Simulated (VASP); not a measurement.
# YCu (Pm-3m) in VASP: a series of runs

The runs below take YCu through single point, with LDA.

All numbers are computed with VASP 6.6.1; they aren't measurements. Logs are shortened: lines on timing, memory, paths and dates and some standing lists are left out, and cuts for length are marked.

**1. The cell of the first run**

The structure is cubic, space group Pm-3m (No. 221). Conventional cell: a = 3.388 Å, b = 3.388 Å, c = 3.388 Å, α = 90.00°, β = 90.00°, γ = 90.00°. Y (site symmetry m-3m) has 8 Cu at 2.93 Å and 6 Y at 3.39 Å within 3.9 Å. Within 3.9 Å of Cu (site symmetry m-3m) lie 8 Y at 2.93 Å and 6 Cu at 3.39 Å.

**2. Single point, LDA**

Contents of INCAR:

```
SYSTEM = YCu
ALGO     = Normal         ! electronic algorithm
EDIFF    = 1E-7           ! SCF threshold, eV
ENCUT    = 520            ! plane-wave cutoff, eV
GGA      = CA             ! functional
ISIF     = 2              ! what is computed and relaxed
ISMEAR   = 1              ! smearing method
LASPH    = .TRUE.         ! aspherical terms in the spheres
LCHARG   = .FALSE.        ! write CHGCAR
LREAL    = .FALSE.        ! projectors in reciprocal space
LWAVE    = .FALSE.        ! write WAVECAR
NBANDS   = 18             ! bands
NELM     = 100            ! most SCF steps
PREC     = Accurate       ! precision mode
SIGMA    = 0.15           ! smearing width, eV
```

Contents of KPOINTS:

```
k-points
0
G
  8 8 8
  0 0 0
```

Contents of POSCAR:

```
YCu
1.0
    3.3875214163      0.0000000000      0.0000000000
    0.0000000000      3.3875214163      0.0000000000
    0.0000000000      0.0000000000      3.3875214163
Y Cu
1 1
Direct
    0.0000000000      0.0000000000      0.0000000000
    0.5000000000      0.5000000000      0.5000000000
```

Potentials or basis: VASP PAW LDA potentials, release 64 (Y_sv, Cu).

On the command line:

```sh
$ cat potpaw_LDA.64/Y_sv/POTCAR potpaw_LDA.64/Cu/POTCAR > POTCAR
$ mpirun -np 1 vasp_std > vasp.out
```

OUTCAR:

```text
SYSTEM = YCu
   EDIFF = 1E-7
   ENCUT = 520
   GGA = CA
   ISIF = 2
   ISMEAR = 1
   LASPH = .TRUE.
   LREAL = .FALSE.
   NELM = 100
   PREC = Accurate

 ion  position               nearest neighbor table
   1  0.000  0.000  0.000-   2 2.93   2 2.93   2 2.93   2 2.93   2 2.93   2 2.93   2 2.93   2 2.93

   2  0.500  0.500  0.500-   1 2.93   1 2.93   1 2.93   1 2.93   1 2.93   1 2.93   1 2.93   1 2.93

  LATTYP: Found a simple cubic cell.
 ALAT       =     3.3875214163

  Lattice vectors:

 A1 = (   3.3875214163,   0.0000000000,   0.0000000000)
 A2 = (   0.0000000000,   3.3875214163,   0.0000000000)
 A3 = (   0.0000000000,   0.0000000000,   3.3875214163)

Analysis of symmetry for initial positions (statically):
=====================================================================
 Subroutine PRICEL returns:
 Original cell was already a primitive cell.

 Routine SETGRP: Setting up the symmetry group for a
 simple cubic supercell.

 Subroutine GETGRP returns: Found 48 space group operations
 (whereof 48 operations were pure point group operations)
 out of a pool of 48 trial point group operations.

The static configuration has the point symmetry O_h .

Analysis of symmetry for dynamics (positions and initial velocities):
=====================================================================
 Subroutine PRICEL returns:
 Original cell was already a primitive cell.

 Routine SETGRP: Setting up the symmetry group for a
 simple cubic supercell.

 Subroutine GETGRP returns: Found 48 space group operations
 (whereof 48 operations were pure point group operations)
 out of a pool of 48 trial point group operations.

The dynamic configuration has the point symmetry O_h .

 Subroutine INISYM returns: Found 48 space group operations
 (whereof 48 operations are pure point group operations),
 and found     1 'primitive' translations

----------------------------------------------------------------------------------------

                                     Primitive cell

  volume of cell :      38.8728

  direct lattice vectors                    reciprocal lattice vectors
     3.387521416  0.000000000  0.000000000     0.295201086  0.000000000  0.000000000
     0.000000000  3.387521416  0.000000000     0.000000000  0.295201086  0.000000000
     0.000000000  0.000000000  3.387521416     0.000000000  0.000000000  0.295201086

  length of vectors
     3.387521416  3.387521416  3.387521416     0.295201086  0.295201086  0.295201086

  position of ions in fractional coordinates (direct lattice)
     0.000000000  0.000000000  0.000000000
     0.500000000  0.500000000  0.500000000

  ion indices of the primitive-cell ions
   primitive index   ion index
                 1           1
                 2           2

----------------------------------------------------------------------------------------

 KPOINTS: k-points

Automatic generation of k-mesh.
 Grid dimensions read from file:
 generate k-points for:    8    8    8

 Generating k-lattice:

  Cartesian coordinates                     Fractional coordinates (reciprocal lattice)
     0.036900136  0.000000000  0.000000000     0.125000000  0.000000000  0.000000000
     0.000000000  0.036900136  0.000000000     0.000000000  0.125000000  0.000000000
     0.000000000  0.000000000  0.036900136     0.000000000  0.000000000  0.125000000

  Length of vectors
     0.036900136  0.036900136  0.036900136

  Shift w.r.t. Gamma in fractional coordinates (k-lattice)
     0.000000000  0.000000000  0.000000000

 Subroutine IBZKPT returns following result:
 ===========================================

 Found     35 irreducible k-points:

 Following reciprocal coordinates:
            Coordinates               Weight
  0.000000  0.000000  0.000000      1.000000
  0.125000  0.000000  0.000000      6.000000
  0.250000  0.000000  0.000000      6.000000
  0.375000  0.000000  0.000000      6.000000
  0.500000  0.000000  0.000000      3.000000
  0.125000  0.125000  0.000000     12.000000
[... 16 lines left out ...]
  0.375000  0.375000  0.125000     24.000000
  0.500000  0.375000  0.125000     24.000000
 [... further k-points ...]
   k-points           NKPTS =     35   k-points in BZ     NKDIM =     35   number of bands    NBANDS=     18
   number of dos      NEDOS =    301   number of ions     NIONS =      2
   total plane-waves  NPLWV =  21952
   dimension x,y,z NGX =    28 NGY =   28 NGZ =   28
   dimension x,y,z NGXF=    56 NGYF=   56 NGZF=   56
   ions per type =               1   1
   NGX,Y,Z   is equivalent  to a cutoff of  13.74, 13.74, 13.74 a.u.
   NGXF,Y,Z  is equivalent  to a cutoff of  27.48, 27.48, 27.48 a.u.
 SYSTEM =  YCu
   PREC   = accura    normal or accurate (medium, high low for compatibility)
   ISTART =      0    job   : 0-new  1-cont  2-samecut
   ICHARG =      2    charge: 1-file 2-atom 10-const
   ISPIN  =      1    spin polarized calculation?
   LNONCOLLINEAR =      F non collinear calculations
   LSORBIT =      F    spin-orbit coupling
   LASPH  =      T    aspherical Exc in radial PAW
   ENCUT  =  520.0 eV  38.22 Ry    6.18 a.u.   6.30  6.30  6.30*2*pi/ulx,y,z
   NELM   =    100;   NELMIN=  2; NELMDL= -5     # of ELM steps
   EDIFF  = 0.1E-06   stopping-criterion for ELM
   LREAL  =      F    real-space projection
   EDIFFG = 0.1E-05   stopping-criterion for IOM
   NSW    =      0    number of steps for IOM
   IBRION =     -1    ionic relax: 0-MD 1-quasi-New 2-CG
   NFREE  =      0    steps in history (QN), initial steepest desc. (CG)
   ISIF   =      2    stress and relaxation
   ISYM   =      2    0-nonsym 1-usesym 2-fastsym
   POTIM  = 0.5000    time-step for ionic-motion
   TEBEG  =    0.0;   TEEND  =   0.0 temperature during run
   PSTRESS=    0.0 pullay stress
   NELECT =      22.0000    total number of electrons
   NUPDOWN=      -1.0000    fix difference up-down
   EMIN   =  10.00;   EMAX   =-10.00  energy-range for DOS
   EFERMI =   0.00;   METHOD = LEGACY
   ISMEAR =     1;   SIGMA  =   0.15  broadening in eV -4-tet -1-fermi 0-gaus
   EFERMI_NEDOS =   21; number of points for ismear=-14 and -15
   IALGO  =     38    algorithm
   IMIX   =      4    mixing-type and parameters
     AMIX     =   0.40;   BMIX     =  1.00
     AMIX_MAG =   1.60;   BMIX_MAG =  1.00
  volume/ion in A,a.u.               =      19.44       131.16
  Fermi-wavevector in a.u.,A,eV,Ry     =   1.354151  2.558974 24.949332  1.833724
  Thomas-Fermi vector in A             =   2.481346
   LORBIT       =      0    0 simple, 1 ext, 2 COOP (PROOUT), +10 PAW based schemes
   GGA     = CA    functional components
   LHFCALC =     F    Hartree Fock is set to
   AEXX    =    0.0000 exact exchange contribution
   IVDW    =     0    specifies the selected vdW correction
   LEPSILON=     F    determine dielectric tensor
   LRPA    =     F    only Hartree local field effects (RPA)
 non-spin polarized calculation
 Methfessel and Paxton  Order N= 1 SIGMA  =   0.15
  energy-cutoff  :      520.00
  volume of cell :       38.87
 maximum number of plane-waves:      1064
 NGX is ok and might be reduce to    28
   NGX = 13   NGY = 13   NGZ = 13

 number of electron      21.9999994 magnetization

 Free energy of the ion-electron system (eV)
  ---------------------------------------------------
  ext. energy  EPLUGINS =         0.00000000
  ---------------------------------------------------
  free energy    TOTEN  =       -12.09976640 eV

  energy without entropy =      -12.09799553  energy(sigma->0) =      -12.09917611

 E-fermi :   5.1536     XC(G=0): -11.2772

 val. band max:        5.1422592849   @ k =   0.2500   0.0000   0.0000
 cond. band min:       5.1751244088   @ k =   0.2500   0.1250   0.0000
 fundamental gap:      0.0328651239
 Fermi energy:         5.1536483620

 k-point     1 :       0.0000    0.0000    0.0000
  band No.  band energies     occupation
      1     -37.2381      2.00000
      2     -17.1399      2.00000
      3     -17.1399      2.00000
      4     -17.1399      2.00000
      5      -1.6740      2.00000
      6       1.1440      2.00000
[... 10 lines left out ...]
     17      11.3838      0.00000
     18      11.3838      0.00000

 k-point     2 :       0.1250    0.0000    0.0000
  band No.  band energies     occupation
      1     -37.2312      2.00000
      2     -17.2282      2.00000
      3     -17.1327      2.00000
      4     -17.1327      2.00000
      5      -1.3958      2.00000
      6       1.2023      2.00000
[... 10 lines left out ...]
     17      12.5840      0.00000
     18      12.5840      0.00000

 k-point     3 :       0.2500    0.0000    0.0000
  band No.  band energies     occupation
      1     -37.2143      2.00000
      2     -17.4351      2.00000
      3     -17.1153      2.00000
      4     -17.1153      2.00000
      5      -0.6228      2.00000
      6       1.3502      2.00000
[... 10 lines left out ...]
     17      14.3134      0.00000
     18      14.3134      0.00000

 k-point     4 :       0.3750    0.0000    0.0000
  band No.  band energies     occupation
      1     -37.1973      2.00000
      2     -17.6336      2.00000
      3     -17.0978      2.00000
      4     -17.0978      2.00000
      5       0.4800      2.00000
      6       1.5096      2.00000
[... 10 lines left out ...]
     17      14.7688      0.00000
     18      16.1158      0.00000

 k-point     5 :       0.5000    0.0000    0.0000
  band No.  band energies     occupation
      1     -37.1903      2.00000
      2     -17.7135      2.00000
      3     -17.0906      2.00000
      4     -17.0906      2.00000
      5       1.2598      2.00000
      6       1.5796      2.00000
[... 10 lines left out ...]
     17      14.3913      0.00000
     18      16.4374      0.00000

 k-point     6 :       0.1250    0.1250    0.0000
  band No.  band energies     occupation
      1     -37.2242      2.00000
      2     -17.2271      2.00000
      3     -17.2127      2.00000
      4     -17.1254      2.00000
      5      -1.1304      2.00000
      6       1.2635      2.00000
[... 10 lines left out ...]
     17      12.1835      0.00000
     18      13.3860      0.00000

 k-point     7 :       0.2500    0.1250    0.0000
  band No.  band energies     occupation
      1     -37.2075      2.00000
      2     -17.4247      2.00000
      3     -17.1993      2.00000
      4     -17.1078      2.00000
      5      -0.4017      2.00000
      6       1.3862      2.00000
[... 10 lines left out ...]
     17      13.3353      0.00000
     18      14.8503      0.00000

 k-point     8 :       0.3750    0.1250    0.0000
  band No.  band energies     occupation
      1     -37.1907      2.00000
      2     -17.6206      2.00000
      3     -17.1794      2.00000
      4     -17.0901      2.00000
      5       0.5957      2.00000
      6       1.5119      2.00000
[... 10 lines left out ...]
     17      14.5493      0.00000
     18      15.2961      0.00000
[... 229 lines left out ...]
     17      14.9701      0.00000
     18      15.0597      0.00000

 k-point    20 :       0.2500    0.2500    0.1250
  band No.  band energies     occupation
      1     -37.1845      2.00000
      2     -17.4009      2.00000
      3     -17.3754      2.00000
      4     -17.1710      2.00000
      5       0.3701      2.00000
      6       1.5139      2.00000
[... 10 lines left out ...]
     17      12.8865      0.00000
     18      14.8638      0.00000

 k-point    21 :       0.3750    0.2500    0.1250
  band No.  band energies     occupation
      1     -37.1681      2.00000
      2     -17.5775      2.00000
      3     -17.3618      2.00000
      4     -17.1511      2.00000
      5       0.9301      2.00000
      6       1.4910      2.00000
[... 10 lines left out ...]
     17      13.2823      0.00000
     18      15.3569      0.00000

 k-point    22 :       0.5000    0.2500    0.1250
  band No.  band energies     occupation
      1     -37.1612      2.00000
      2     -17.6534      2.00000
      3     -17.3513      2.00000
      4     -17.1428      2.00000
      5       1.1372      2.00000
      6       1.4264      2.00000
[... 10 lines left out ...]
     17      13.5021      0.00000
     18      14.9911      0.00000

 k-point    23 :       0.3750    0.3750    0.1250
  band No.  band energies     occupation
      1     -37.1520      2.00000
      2     -17.5521      2.00000
      3     -17.5400      2.00000
      4     -17.1311      2.00000
      5       0.9339      2.00000
      6       1.3664      2.00000
[... 10 lines left out ...]
     17      12.5592      0.00000
     18      14.3437      0.00000

 k-point    24 :       0.5000    0.3750    0.1250
  band No.  band energies     occupation
      1     -37.1453      2.00000
      2     -17.6204      2.00000
      3     -17.5331      2.00000
      4     -17.1228      2.00000
      5       0.8956      2.00000
      6       1.3175      2.00000
[... 10 lines left out ...]
     17      12.2603      0.00000
     18      14.2083      0.00000

 [... further k-points ...]
[... 5 lines left out ...]
  --------------------------------------------------------------------------------------
  -------------------------------------------------------------------------------------
  Total       -0.1131266     -0.1131266     -0.1131266     -0.0000000      0.0000000     -0.0000000
  in kB       -4.6626103     -4.6626103     -4.6626103     -0.0000000      0.0000000     -0.0000000
  external PRESSURE =      -4.6626103 kB  Pullay stress =       0.0000000 kB

 VOLUME and BASIS-vectors are now :
 -----------------------------------------------------------------------------
  energy-cutoff  :      520.00
  volume of cell :       38.87
      direct lattice vectors                 reciprocal lattice vectors
     3.387521416  0.000000000  0.000000000     0.295201086  0.000000000  0.000000000
     0.000000000  3.387521416  0.000000000     0.000000000  0.295201086  0.000000000
     0.000000000  0.000000000  3.387521416     0.000000000  0.000000000  0.295201086

 POSITION                                       TOTAL-FORCE (eV/Angst)
 -----------------------------------------------------------------------------------
      0.00000      0.00000      0.00000         0.000000      0.000000      0.000000
      1.69376      1.69376      1.69376         0.000000      0.000000      0.000000
 -----------------------------------------------------------------------------------
    total drift:                                0.000000      0.000000      0.000000

  FREE ENERGIE OF THE ION-ELECTRON SYSTEM (eV)
  ---------------------------------------------------
  free  energy   TOTEN  =       -12.0997663973 eV

  energy  without entropy=      -12.0979955350  energy(sigma->0) =      -12.09917611
```

Wall time 28 s (1 thread of Intel Xeon Platinum 8259CL at 2.50GHz (Skylake/Cascade Lake), shared host); peak memory 0.17 GiB.

Results:

| Property | Result |
| --- | --- |
| Free energy | -12.0998 eV |
| Pressure | -0.5 GPa |
| Band gap on the k mesh | zero (bands 11 and 12 overlap by 2.63 eV) |

**3. Single point, LDA**

This run uses another cell than the first one, of 19.85 Å³/atom.

Contents of INCAR:

```
  ALGO = Normal
  EDIFF = 1E-7
  ENCUT = 520
  GGA = CA
  ISIF = 2
  ISMEAR = 1
  LASPH = T
  LCHARG = T
  LELF = T
  LREAL = F
  LVHAR = T
  LWAVE = F
  NBANDS = 18
  NELM = 60
  PREC = Accurate
  SIGMA = 0.15
```

Contents of KPOINTS:

```
k-points
0
Gamma
  8 8 8
```

Contents of POSCAR:

```
YCu
1.0
    3.4113779870      0.0000000000      0.0000000000
    0.0000000000      3.4113779870      0.0000000000
    0.0000000000      0.0000000000      3.4113779870
Y Cu
1 1
Direct
    0.0000000000      0.0000000000      0.0000000000
    0.5000000000      0.5000000000      0.5000000000
```

Potentials or basis: VASP PAW LDA potentials, release 64 (Y_sv, Cu).

On the command line:

```sh
$ cat potpaw_LDA.64/Y_sv/POTCAR potpaw_LDA.64/Cu/POTCAR > POTCAR
$ mpirun -np 1 vasp_std > vasp.out
```

Wall time 29 s (1 thread of Intel Xeon Platinum 8259CL at 2.50GHz (Skylake/Cascade Lake), shared host); peak memory 0.17 GiB.

It converged, with:

```yaml
Free_energy: -12.0930 eV
Pressure: -2.1 GPa
Band_gap_on_the_k_mesh: zero (bands 11 and 12 overlap by 2.53 eV)
```

Levels at points of the mesh, in eV from the Fermi level:
| k point | band 7 | band 8 | band 9 | band 10 | band 11 | band 12 | band 13 | band 14 | band 15 | band 16 |
| --- | --- | --- | --- | --- | --- | --- | --- | --- | --- | --- |
| (0.00, 0.00, 0.00) | -3.92 | -3.15 | -3.15 | -3.15 | 0.33 | 0.33 | 4.83 | 4.83 | 4.83 | 6.13 |
| (0.50, 0.00, 0.00) | -3.26 | -3.20 | -3.20 | -3.07 | -2.23 | 0.17 | 1.67 | 1.67 | 4.81 | 6.37 |
| (0.50, 0.50, 0.00) | -3.45 | -3.45 | -2.85 | -2.27 | 0.65 | 0.65 | 0.81 | 3.39 | 3.39 | 6.18 |
| (0.50, 0.50, 0.50) | -3.38 | -2.84 | -2.84 | -1.88 | -1.88 | -1.88 | 1.54 | 6.35 | 6.35 | 6.68 |

(Continued in part 2 of 2.)

The gap in the log of VASP goes by the Fermi energy; the results here count the filled bands.